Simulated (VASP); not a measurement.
# Pt (Fm-3m) in VASP: elastic constants with PBE

Aim: the elastic constants of Pt with PBE.

Program: VASP 6.6.1. These are calculated values, not measurements. Logs are shortened: lines on timing, memory, paths and dates and some standing lists are left out, and cuts for length are marked.

### Step 1. The cell of the first run

Symmetry: Fm-3m, No. 225, cubic system. Conventional cell: a = 3.972 Å, b = 3.972 Å, c = 3.972 Å, α = 90.00°, β = 90.00°, γ = 90.00°. Within 3.7 Å of Pt (site symmetry m-3m) lie 12 Pt at 2.81 Å.

### Step 2. Elastic constants, PBE

INCAR reads:

```
PREC     = Accurate       # precision mode
ENCUT    = 500            # plane-wave cutoff, eV
EDIFF    = 1E-8           # SCF threshold, eV
ISMEAR   = -1             # smearing method
SIGMA    = 0.1            # smearing width, eV
LREAL    = False          # projectors in reciprocal space
LASPH    = True           # aspherical terms in the spheres
NELM     = 120            # most SCF steps
ALGO     = Normal         # electronic algorithm
ISIF     = 3              # what is computed and relaxed
LWAVE    = False          # write WAVECAR
LCHARG   = False          # write CHGCAR
GGA      = PE             # functional
NBANDS   = 11             # bands
IBRION   = 6              # ionic algorithm
NFREE    = 2            
POTIM    = 0.015          # step
NSW      = 1              # ionic steps
GGA_COMPAT= False
```

KPOINTS reads:

```
regular mesh
0
Gamma
  19 19 19
```

POSCAR reads:

```
Pt
1.0
    0.0000000000      1.9859853810      1.9859853810
    1.9859853810      0.0000000000      1.9859853810
    1.9859853810      1.9859853810      0.0000000000
Pt
1
Direct
    0.0000000000      0.0000000000      0.0000000000
```

Potentials or basis: VASP PAW PBE potentials, release 64 (Pt).

Started as:

```bash
cat potpaw_PBE.64/Pt/POTCAR > POTCAR
mpirun -np 1 vasp_std > vasp.out
```

OUTCAR:

```text
PREC = Accurate
   ENCUT = 500
   EDIFF = 1E-8
   ISMEAR = -1
   LREAL = False
   LASPH = True
   NELM = 120
   ISIF = 3
   GGA = PE
   IBRION = 6
   NFREE = 2
   POTIM = 0.015
   NSW = 1

 ion  position               nearest neighbor table
   1  0.000  0.000  0.000-

  LATTYP: Found a face centered cubic cell.
 ALAT       =     3.9719707620

  Lattice vectors:

 A1 = (   0.0000000000,   1.9859853810,   1.9859853810)
 A2 = (   1.9859853810,   0.0000000000,   1.9859853810)
 A3 = (   1.9859853810,   1.9859853810,   0.0000000000)

Analysis of symmetry for initial positions (statically):
=====================================================================
 Subroutine PRICEL returns:
 Original cell was already a primitive cell.

 Routine SETGRP: Setting up the symmetry group for a
 face centered cubic supercell.

 Subroutine GETGRP returns: Found 48 space group operations
 (whereof 48 operations were pure point group operations)
 out of a pool of 48 trial point group operations.

The static configuration has the point symmetry O_h .

Analysis of symmetry for dynamics (positions and initial velocities):
=====================================================================
 Subroutine PRICEL returns:
 Original cell was already a primitive cell.

 Routine SETGRP: Setting up the symmetry group for a
 face centered cubic supercell.

 Subroutine GETGRP returns: Found 48 space group operations
 (whereof 48 operations were pure point group operations)
 out of a pool of 48 trial point group operations.

The dynamic configuration has the point symmetry O_h .

 Subroutine INISYM returns: Found 48 space group operations
 (whereof 48 operations are pure point group operations),
 and found     1 'primitive' translations

----------------------------------------------------------------------------------------

                                     Primitive cell

  volume of cell :      15.6660

[... 326 lines left out ...]
 Fermi energy:        10.5493519062

 k-point     1 :       0.0000    0.0000    0.0000
  band No.  band energies     occupation
      1       0.7531      2.00000
      2       6.9877      2.00000
      3       6.9877      2.00000
      4       6.9877      2.00000
      5       9.0106      2.00000
      6       9.0106      2.00000
      7      25.2870      0.00000
      8      30.0379      0.00000
      9      30.0379      0.00000
     10      30.0379      0.00000
     11      35.2443      0.00000
[... 309 lines left out ...]
 k-point    24 :      -0.2632    0.0526    0.0000
  band No.  band energies     occupation
      1       3.1491      2.00000
      2       6.7193      2.00000
      3       7.2917      2.00000
      4       7.3536      2.00000
      5       9.1002      2.00000
      6       9.7377      1.99940
      7      22.5995      0.00000
      8      26.6952      0.00000
      9      30.9968      0.00000
     10      33.1965      0.00000
     11      33.9324      0.00000

 [... further k-points ...]
[... 5 lines left out ...]
  --------------------------------------------------------------------------------------
  -------------------------------------------------------------------------------------
  Total       -0.0475659     -0.0475659     -0.0475659      0.0000000      0.0000000      0.0000000
  in kB       -4.8646155     -4.8646155     -4.8646155      0.0000000      0.0000000      0.0000000
  external PRESSURE =      -4.8646155 kB  Pullay stress =       0.0000000 kB
[... 16 lines left out ...]
  FREE ENERGIE OF THE ION-ELECTRON SYSTEM (eV)
  ---------------------------------------------------
  free  energy   TOTEN  =        -6.1300493909 eV

  energy  without entropy=       -6.0730192050  energy(sigma->0) =       -6.10153430

 INTERNAL STRAIN TENSORS FROM STRAINED CELLS
 ============================================

 INTERNAL STRAIN TENSOR FOR ION    1 for displacements in x,y,z  (eV/Angst):
          X           Y           Z          XY          YZ          ZX
  --------------------------------------------------------------------------------
  x     0.00000    -0.00000    -0.00000     0.00000    -0.00000     0.00000
  y    -0.00000     0.00000     0.00000     0.00000     0.00000     0.00000
  z     0.00000     0.00000     0.00000     0.00000     0.00000     0.00000

 INTERNAL STRAIN TENSORS FROM DISPLACED ATOMS
 ============================================

 INTERNAL STRAIN TENSOR FOR ION    1 for displacements in x,y,z  (eV/Angst):
          X           Y           Z          XY          YZ          ZX
  --------------------------------------------------------------------------------
  x     0.00000     0.00000     0.00000     0.00000     0.00000     0.00000
  y     0.00000     0.00000     0.00000     0.00000     0.00000     0.00000
  z     0.00000     0.00000     0.00000     0.00000     0.00000     0.00000

 Eigenvectors and eigenvalues of the dynamical matrix
 ----------------------------------------------------

   1 f  =    0.000000 THz     0.000000 2PiTHz    0.000000 cm-1     0.000000 meV
             X         Y         Z           dx          dy          dz
      0.000000  0.000000  0.000000     1.000000    0.000000    0.000000

   2 f  =    0.000000 THz     0.000000 2PiTHz    0.000000 cm-1     0.000000 meV
             X         Y         Z           dx          dy          dz
      0.000000  0.000000  0.000000     0.000000    1.000000    0.000000

   3 f  =    0.000000 THz     0.000000 2PiTHz    0.000000 cm-1     0.000000 meV
             X         Y         Z           dx          dy          dz
      0.000000  0.000000  0.000000     0.000000    0.000000    1.000000

--------------------------------------------------------------------------------------------------------

 ELASTIC MODULI CONTR FROM IONIC RELAXATION (kBar)
 Direction    XX          YY          ZZ          XY          YZ          ZX
 --------------------------------------------------------------------------------
 XX           0.0000      0.0000      0.0000      0.0000      0.0000      0.0000
 YY           0.0000      0.0000      0.0000      0.0000      0.0000      0.0000
 ZZ           0.0000      0.0000      0.0000      0.0000      0.0000      0.0000
 XY           0.0000      0.0000      0.0000      0.0000      0.0000      0.0000
 YZ           0.0000      0.0000      0.0000      0.0000      0.0000      0.0000
 ZX           0.0000      0.0000      0.0000      0.0000      0.0000      0.0000
 --------------------------------------------------------------------------------

 TOTAL ELASTIC MODULI (kBar)
 Direction    XX          YY          ZZ          XY          YZ          ZX
 --------------------------------------------------------------------------------
 XX        3060.9942   2145.2913   2145.2913      0.0000      0.0000      0.0000
 YY        2145.2913   3060.9942   2145.2913     -0.0000      0.0000      0.0000
 ZZ        2145.2913   2145.2913   3060.9942     -0.0000     -0.0000      0.0000
 XY           0.0000     -0.0000     -0.0000    754.5519      0.0000      0.0000
 YZ           0.0000      0.0000     -0.0000      0.0000    754.5519      0.0000
 ZX           0.0000      0.0000      0.0000      0.0000      0.0000    754.5519
 --------------------------------------------------------------------------------
```

It took 32 min on 1 thread of Oxide Virtual Turin-like, shared host; peak memory 0.54 GiB.

Results:

| Quantity | Value |
| --- | --- |
| Elastic constants C11, C12, C44 | 306, 215, 75 GPa |
| Voigt bulk modulus | 245 GPa |

Elastic tensor in Voigt notation (GPa, in the Cartesian axes of the cell as first typed):
```
306 215 215   0   0   0
215 306 215   0   0   0
215 215 306   0   0   0
  0   0   0  75   0   0
  0   0   0   0  75   0
  0   0   0   0   0  75
```

Clamped-ion elastic tensor (GPa):
```
306 215 215   0   0   0
215 306 215   0   0   0
215 215 306   0   0   0
  0   0   0  75   0   0
  0   0   0   0  75   0
  0   0   0   0   0  75
```

Caveat: spin-orbit coupling is left out, which moves the levels of the heavy elements.
